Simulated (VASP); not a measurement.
# MnO (R-3m) in VASP: further runs

The runs below take MnO through single point, with r2SCAN.

Everything below comes from runs of VASP 6.6.1. Logs are shortened: lines on timing, memory, paths and dates and some standing lists are left out, and cuts for length are marked.

## Step 1: The cell of the first run

The structure is trigonal, space group R-3m (No. 166). Conventional cell: a = 3.115 Å, b = 3.115 Å, c = 7.362 Å, α = 90.00°, β = 90.00°, γ = 120.00°. Mn (site symmetry -3m) has 6 O at 2.18 Å within 2.9 Å. O (site symmetry -3m) has 6 Mn at 2.18 Å within 2.9 Å.

## Step 2: Single point, r2SCAN, collinear spin, antiferromagnetic start (10.31 Å³/atom)

Contents of POSCAR:

```
MnO
1.0
    1.5575302910     -0.8992405295      4.9080852641
    0.0000000000      1.7984810689      4.9080852623
   -1.5575302910     -0.8992405295      4.9080852641
Mn O
2 2
Direct
    0.5000000000      0.5000000000     -0.5000000000
    1.0000000000      1.0000000000      0.0000000000
    0.2500000000      0.2500000000      0.2500000000
    0.7500000000      0.7500000000      0.7500000000
```

Contents of INCAR.step1:

```
ALGO = Normal
EDIFF = 1E-4
ENCUT = 520
GGA = PE
ISMEAR = 0
ISPIN = 2
LASPH = True
LCHARG = False
LMAXMIX = 4
LREAL = False
LWAVE = True
MAGMOM = 4.57 -4.57 0 0
NBANDS = 31
NELM = 150
PREC = Accurate
SIGMA = 0.05
```

Contents of INCAR.step2:

```
ALGO = Normal
EDIFF = 1E-6
ENCUT = 520
ISIF = 2
ISMEAR = 0
ISPIN = 2
ISTART = 1
LASPH = True
LCHARG = False
LMAXMIX = 4
LMIXTAU = True
LORBIT = 11
LREAL = False
LWAVE = False
MAGMOM = 4.57 -4.57 0 0
METAGGA = R2SCAN
NBANDS = 31
NELM = 150
PREC = Accurate
SIGMA = 0.05
```

Contents of KPOINTS:

```
k-points
0
Gamma
  8 8 8
```

Potentials or basis: VASP PAW PBE potentials, release 64 (Mn_pv, O).

Run with:

```sh
$ cat potpaw_PBE.64/Mn_pv/POTCAR potpaw_PBE.64/O/POTCAR > POTCAR
$ cp INCAR.step1 INCAR
$ mpirun -np 1 vasp_std > vasp.out
$ cp INCAR.step2 INCAR
$ mpirun -np 1 vasp_std > vasp.out
```

OUTCAR:

```text
EDIFF = 1E-6
   ENCUT = 520
   ISIF = 2
   ISMEAR = 0
   ISPIN = 2
   ISTART = 1
   LASPH = True
   LORBIT = 11
   LREAL = False
   METAGGA = R2SCAN
   NELM = 150
   PREC = Accurate

 ion  position               nearest neighbor table
   1  0.500  0.500  0.500-   3 2.18   3 2.18   4 2.18   4 2.18   4 2.18   3 2.18   2 3.04   2 3.04
                             2 3.04   2 3.04   2 3.04   2 3.04
   2  0.000  0.000  0.000-   4 2.18   4 2.18   3 2.18   3 2.18   3 2.18   4 2.18   1 3.04   1 3.04
                             1 3.04   1 3.04   1 3.04   1 3.04
   3  0.250  0.250  0.250-   2 2.18   2 2.18   1 2.18   1 2.18   1 2.18   2 2.18
   4  0.750  0.750  0.750-   1 2.18   1 2.18   2 2.18   2 2.18   2 2.18   1 2.18

  LATTYP: Found a trigonal (rhomboedric) cell.
 ALAT       =     5.2272205901
 COS(alpha) =     0.8224333737

  Lattice vectors:

 A1 = (   1.5575302910,  -0.8992405295,   4.9080852641)
 A2 = (   0.0000000000,   1.7984810689,   4.9080852623)
 A3 = (  -1.5575302910,  -0.8992405295,   4.9080852641)

Analysis of symmetry for initial positions (statically):
=====================================================================
 Subroutine PRICEL returns following result:

  LATTYP: Found a trigonal (rhomboedric) cell.
 ALAT       =     3.0425087316
 COS(alpha) =     0.4758696211
[... 12 lines left out ...]
 Subroutine GETGRP returns: Found 12 space group operations
 (whereof 12 operations were pure point group operations)
 out of a pool of 12 trial point group operations.

The static configuration has the point symmetry D_3d.

Analysis of symmetry for dynamics (positions and initial velocities):
=====================================================================
 Subroutine PRICEL returns following result:

  LATTYP: Found a trigonal (rhomboedric) cell.
 ALAT       =     3.0425087316
 COS(alpha) =     0.4758696211
[... 12 lines left out ...]
 Subroutine GETGRP returns: Found 12 space group operations
 (whereof 12 operations were pure point group operations)
 out of a pool of 12 trial point group operations.

The dynamic configuration has the point symmetry D_3d.

Analysis of structural, dynamic, and magnetic symmetry:
=====================================================================
 Subroutine PRICEL returns following result:

  LATTYP: Found a trigonal (rhomboedric) cell.
 ALAT       =     3.0425087316
 COS(alpha) =     0.4758696211
[... 12 lines left out ...]
 Subroutine GETGRP returns: Found 12 space group operations
 (whereof 12 operations were pure point group operations)
 out of a pool of 12 trial point group operations.

The overall configuration has the point symmetry D_3d.

 Subroutine INISYM returns: Found 12 space group operations
 (whereof 12 operations are pure point group operations),
 and found     2 'primitive' translations

----------------------------------------------------------------------------------------

                                     Primitive cell

  volume of cell :      20.6227

  direct lattice vectors                    reciprocal lattice vectors
     1.557530291  0.899240534  2.454042631     0.321021044  0.185341586  0.135830294
    -1.557530291  0.899240534  2.454042631    -0.321021044  0.185341586  0.135830294
     0.000000000 -1.798481064  2.454042633     0.000000000 -0.370683172  0.135830295

  length of vectors
     3.042508732  3.042508732  3.042508732     0.394785870  0.394785870  0.394785870

  position of ions in fractional coordinates (direct lattice)
     1.000000000  1.000000000  1.000000000
     0.500000000  0.500000000  0.500000000

  ion indices of the primitive-cell ions
   primitive index   ion index
                 1           1
                 2           3

----------------------------------------------------------------------------------------

 KPOINTS: k-points

Automatic generation of k-mesh.
 Grid dimensions read from file:
 generate k-points for:    8    8    8

 Generating k-lattice:

  Cartesian coordinates                     Fractional coordinates (reciprocal lattice)
     0.040127630 -0.023167698  0.008489393     0.125000000  0.000000000  0.000000000
     0.000000000  0.046335397  0.008489393     0.000000000  0.125000000  0.000000000
    -0.040127630 -0.023167698  0.008489393     0.000000000  0.000000000  0.125000000

  Length of vectors
     0.047106674  0.047106674  0.047106674

  Shift w.r.t. Gamma in fractional coordinates (k-lattice)
     0.000000000  0.000000000  0.000000000

 Subroutine IBZKPT returns following result:
 ===========================================

 Found     65 irreducible k-points:

 Following reciprocal coordinates:
            Coordinates               Weight
  0.000000  0.000000  0.000000      1.000000
  0.125000 -0.000000  0.000000      6.000000
  0.250000 -0.000000  0.000000      6.000000
  0.375000  0.000000  0.000000      6.000000
  0.500000 -0.000000  0.000000      3.000000
  0.125000  0.125000  0.000000      6.000000
[... 16 lines left out ...]
  0.250000  0.125000  0.125000      6.000000
  0.375000  0.125000  0.125000      6.000000
 [... further k-points ...]
   k-points           NKPTS =     65   k-points in BZ     NKDIM =     65   number of bands    NBANDS=     31
   number of dos      NEDOS =    301   number of ions     NIONS =      4
   total plane-waves  NPLWV =  64000
   dimension x,y,z NGX =    40 NGY =   40 NGZ =   40
   dimension x,y,z NGXF=    80 NGYF=   80 NGZF=   80
   ions per type =               2   2
   NGX,Y,Z   is equivalent  to a cutoff of  12.72, 12.72, 12.72 a.u.
   NGXF,Y,Z  is equivalent  to a cutoff of  25.44, 25.44, 25.44 a.u.
 SYSTEM =  unknown system
   PREC   = accura    normal or accurate (medium, high low for compatibility)
   ISTART =      1    job   : 0-new  1-cont  2-samecut
   ICHARG =      0    charge: 1-file 2-atom 10-const
   ISPIN  =      2    spin polarized calculation?
   LNONCOLLINEAR =      F non collinear calculations
   LSORBIT =      F    spin-orbit coupling
   LASPH  =      T    aspherical Exc in radial PAW
   ENCUT  =  520.0 eV  38.22 Ry    6.18 a.u.   9.72  9.72  9.72*2*pi/ulx,y,z
   NELM   =    150;   NELMIN=  2; NELMDL=  0     # of ELM steps
   EDIFF  = 0.1E-05   stopping-criterion for ELM
   LREAL  =      F    real-space projection
   EDIFFG = 0.1E-04   stopping-criterion for IOM
   NSW    =      0    number of steps for IOM
   IBRION =     -1    ionic relax: 0-MD 1-quasi-New 2-CG
   NFREE  =      0    steps in history (QN), initial steepest desc. (CG)
   ISIF   =      2    stress and relaxation
   ISYM   =      2    0-nonsym 1-usesym 2-fastsym
   POTIM  = 0.5000    time-step for ionic-motion
   TEBEG  =    0.0;   TEEND  =   0.0 temperature during run
   PSTRESS=    0.0 pullay stress
   NELECT =      38.0000    total number of electrons
   NUPDOWN=      -1.0000    fix difference up-down
   EMIN   =  10.00;   EMAX   =-10.00  energy-range for DOS
   EFERMI =   0.00;   METHOD = LEGACY
   ISMEAR =     0;   SIGMA  =   0.05  broadening in eV -4-tet -1-fermi 0-gaus
   EFERMI_NEDOS =   21; number of points for ismear=-14 and -15
   IALGO  =     38    algorithm
   IMIX   =      4    mixing-type and parameters
     AMIX     =   0.40;   BMIX     =  1.00
     AMIX_MAG =   1.60;   BMIX_MAG =  1.00
  volume/ion in A,a.u.               =      10.31        69.58
  Fermi-wavevector in a.u.,A,eV,Ry     =   1.592982  3.010299 34.526018  2.537591
  Thomas-Fermi vector in A             =   2.691283
   LORBIT       =     11    0 simple, 1 ext, 2 COOP (PROOUT), +10 PAW based schemes
   METAGGA = R2SCAN    functional components
   LHFCALC =     F    Hartree Fock is set to
   AEXX    =    0.0000 exact exchange contribution
   IVDW    =     0    specifies the selected vdW correction
   LEPSILON=     F    determine dielectric tensor
   LRPA    =     F    only Hartree local field effects (RPA)
 spin polarized calculation
 Gauss-broadening in eV      SIGMA  =   0.05
  energy-cutoff  :      520.00
  volume of cell :       41.25
 maximum number of plane-waves:      1124
   NGX = 19   NGY = 19   NGZ = 19

 number of electron      37.9999989 magnetization       0.0000000

 number of electron      37.9999989 magnetization      -0.0000000

 Free energy of the ion-electron system (eV)
  ---------------------------------------------------
  ext. energy  EPLUGINS =         0.00000000
  ---------------------------------------------------
  free energy    TOTEN  =       -49.16642934 eV

  energy without entropy =      -49.16642934  energy(sigma->0) =      -49.16642934

 E-fermi :   7.5513     XC(G=0): -12.9402

 val. band max:        7.2689264963   @ k =   0.5000   0.5000   0.5000
 cond. band min:       9.1116054946   @ k =   0.0000   0.0000   0.0000
 fundamental gap:      1.8426789983
 Fermi energy:         7.5513033443

 spin component 1

 k-point     1 :       0.0000    0.0000    0.0000
  band No.  band energies     occupation
      1     -44.4853      1.00000
      2     -44.4186      1.00000
      3     -44.4186      1.00000
      4     -38.2533      1.00000
      5     -38.1861      1.00000
      6     -38.1861      1.00000
[... 805 lines left out ...]
     30      22.8021      0.00000
     31      22.9756      0.00000

 [... further k-points ...]

 spin component 2

 k-point     1 :       0.0000    0.0000    0.0000
  band No.  band energies     occupation
      1     -44.4853      1.00000
      2     -44.4186      1.00000
      3     -44.4186      1.00000
      4     -38.2533      1.00000
      5     -38.1861      1.00000
      6     -38.1861      1.00000
[... 805 lines left out ...]
     30      22.8021      0.00000
     31      22.9756      0.00000

 [... further k-points ...]
[... 5 lines left out ...]
  --------------------------------------------------------------------------------------
  -------------------------------------------------------------------------------------
  Total        1.9707752      1.9707752      1.9242762      0.0000000     -0.0000000     -0.0000000
  in kB       76.5547152     76.5547152     74.7484631      0.0000000     -0.0000000     -0.0000000
  external PRESSURE =      75.9526312 kB  Pullay stress =       0.0000000 kB

 VOLUME and BASIS-vectors are now :
 -----------------------------------------------------------------------------
  energy-cutoff  :      520.00
  volume of cell :       41.25
      direct lattice vectors                 reciprocal lattice vectors
     1.557530291 -0.899240529  4.908085264     0.321021044 -0.185341586  0.067915147
     0.000000000  1.798481069  4.908085262     0.000000000  0.370683172  0.067915147
    -1.557530291 -0.899240529  4.908085264    -0.321021044 -0.185341586  0.067915147

 POSITION                                       TOTAL-FORCE (eV/Angst)
 -----------------------------------------------------------------------------------
      0.00000      0.00000      7.36213        -0.000000     -0.000000      0.000000
      0.00000      0.00000      0.00000        -0.000000      0.000000      0.000000
      0.00000      0.00000      3.68106         0.000000     -0.000000      0.000000
      0.00000      0.00000     11.04319        -0.000000      0.000000     -0.000000
 -----------------------------------------------------------------------------------
    total drift:                                0.000000     -0.000000      0.000000

  FREE ENERGIE OF THE ION-ELECTRON SYSTEM (eV)
  ---------------------------------------------------
  free  energy   TOTEN  =       -49.1664293413 eV

  energy  without entropy=      -49.1664293413  energy(sigma->0) =      -49.16642934

 total charge

# of ion       s       p       d       tot
------------------------------------------
    1        0.218   6.191   5.001  11.410
    2        0.218   6.191   5.001  11.410
    3        1.562   3.493   0.000   5.055
    4        1.562   3.493   0.000   5.055
--------------------------------------------------
tot          3.561  19.368  10.002  32.931

 magnetization (x)

# of ion       s       p       d       tot
------------------------------------------
    1        0.013   0.017   4.392   4.421
    2       -0.013  -0.017  -4.392  -4.421
    3        0.000   0.000   0.000   0.000
    4        0.000   0.000   0.000   0.000
--------------------------------------------------
tot          0.000   0.000   0.000   0.000
```

It took 9.3 min on 1 thread of Intel Xeon 6975P-C (Granite Rapids), shared host; peak memory 0.38 GiB.

What came out:

* Free energy: -49.1664 eV
* Pressure: 7.6 GPa
* Band gap on the k mesh: 1.84 eV
* Net moment: 0.00 μB per cell
* Site moments: Mn +4.42, -4.42; O +0.00 μB
* Valence electrons inside the program's atomic spheres: Mn 11.41; O 5.05

Stress tensor (GPa, compression positive):
```
7.66 0.00 0.00
0.00 7.66 0.00
0.00 0.00 7.47
```

Caveat: the cell stands under pressure; the PAW data sets were made with another functional, which shifts forces and pressure a little. A k mesh can miss the band edges.

[end of part 1 of 2]
